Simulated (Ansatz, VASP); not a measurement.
IrO: VASP beside Ansatz

Contents of INCAR:

```
SYSTEM = IrO
PREC = Accurate ; ENCUT = 600
EDIFF = 1E-7 ; ISMEAR = 0
SIGMA = 0.1 ; LREAL = .False.
LASPH = .True. ; NELM = 60
ALGO = Normal ; ISIF = 3
LWAVE = .False. ; LCHARG = .False.
GGA = PE ; IBRION = 2
NSW = 100 ; EDIFFG = -0.01
```

File KPOINTS:

```
regular mesh
0
Gamma
  18 18 8
  0 0 0
```

Contents of POSCAR:

```
IrO
1.0
    3.1947035168      0.0000000000      0.0000000000
   -1.5973517584      2.7666944031      0.0000000000
    0.0000000000      0.0000000000      5.4137024561
Ir O
2 2
Direct
    0.0000000000      0.0000000000      0.0000000000
    0.0000000000      0.0000000000      0.5000000000
    0.3333333333      0.6666666667      0.2500000000
    0.6666666667      0.3333333333      0.7500000000
```

Input for Ansatz:

```yaml
crystal:
  lattice:
    - [3.1947034775, 0.0, 0.0]
    - [-1.5973517388, 2.7666943691, 0.0]
    - [0.0, 0.0, 5.4137025301]
  atoms:
    - { symbol: Ir, position: [0.0, 0.0, 0.0] }
    - { symbol: Ir, position: [0.0, 0.0, 0.5] }
    - { symbol: O, position: [0.3333333333, 0.6666666667, 0.25] }
    - { symbol: O, position: [0.6666666667, 0.3333333333, 0.75] }
basis:
  ecutwfc: 420
kpoints:
  mp_grid: { grid: [18, 18, 8] }
hamiltonian:
  xc: pbe
scf:
  occupations: { method: gaussian, width: 0.1 }
output:
  forces: true
  stress: true
  eigenvalues: true
  write_density: true
  write_potential: true
  elf: true
  volumetric_format: npy
relax:
  adjacent_minimum: "off"
  f_tol: 0.01
  max_steps: 80
  cell: { stress_tol: 0.05 }
```

Alike in both runs: task relaxation of cell and atoms; functional PBE; k mesh 18 × 18 × 8; occupations gaussian, width 0.1 eV; no spin polarisation.

|  | VASP | Ansatz |
| --- | --- | --- |
| version | VASP 6.6.1 | Ansatz 0.2.0 |
| potentials or method | VASP PAW PBE potentials, release 64 (Ir, O), cutoff 600 eV | scalar-relativistic, plane waves, PAW |
| valence electrons in the cell | 30 | 46 |

|  | VASP | Ansatz | Ansatz less VASP |
| --- | --- | --- | --- |
| gap on the k mesh at the Fermi level, each at its own relaxed structure (eV) | none | none | - |
| relaxed volume (Å³/atom) | 12.02 | 12.01 | -0.011 |
| relaxed length of the cell vector where the two differ most in proportion (Å) | 5.350 | 5.339 | -0.0107 |

A gap of «none» marks a metal or a gap that the smearing closes. VASP's potentials hold 30 valence electrons a cell and Ansatz's 46, so a difference there can come from the potentials and not from the codes.

Neither program's run includes spin-orbit coupling.
